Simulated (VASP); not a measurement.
A run of VASP 6.6.1 is set up as follows.

Contents of INCAR:

```
PREC = Accurate ; ENCUT = 520
EDIFF = 1E-6 ; ISMEAR = -1
SIGMA = 0.05 ; LREAL = False
LASPH = True ; NELM = 150
ALGO = Normal ; ISIF = 2
LWAVE = False ; LCHARG = False
ISPIN = 2 ; MAGMOM = 7 7 0 0
LORBIT = 11 ; LMAXMIX = 6
GGA = CA ; NBANDS = 41
```

The input KPOINTS:

```
regular mesh
0
Gamma
  7 10 7
```

File POSCAR:

```
GdCu
1.0
    0.0000000000      3.5020000000      3.5020000000
    3.5020000000      0.0000000000      0.0000000000
    0.0000000000      3.5020000000     -3.5020000000
Gd Cu
2 2
Direct
    0.5000000000      0.5000000000      0.0000000000
    0.0000000000      0.5000000000      0.5000000000
    0.0000000000      0.0000000000      0.0000000000
    0.5000000000      0.0000000000      0.5000000000
```

Potentials or basis: VASP PAW PBE potentials, release 64 (Gd, Cu).

Launch:

```sh
$ cat potpaw_PBE.64/Gd/POTCAR potpaw_PBE.64/Cu/POTCAR > POTCAR
$ mpirun -np 1 vasp_std > vasp.out
```

Predict the site moments.

Gd +6.77; Cu +0.01 μB.

What does it give for the pressure?

-5.6 GPa.

Estimate the net moment.

14.12 μB per cell.

Stress tensor (GPa, compression positive):
```
-5.55  0.00  0.00
 0.00 -5.64  0.00
 0.00  0.00 -5.64
```

Caveat: the cell stands under tension; the PAW data sets were made with another functional, which shifts forces and pressure a little. The state reached can hang on the start; a lower one may exist.
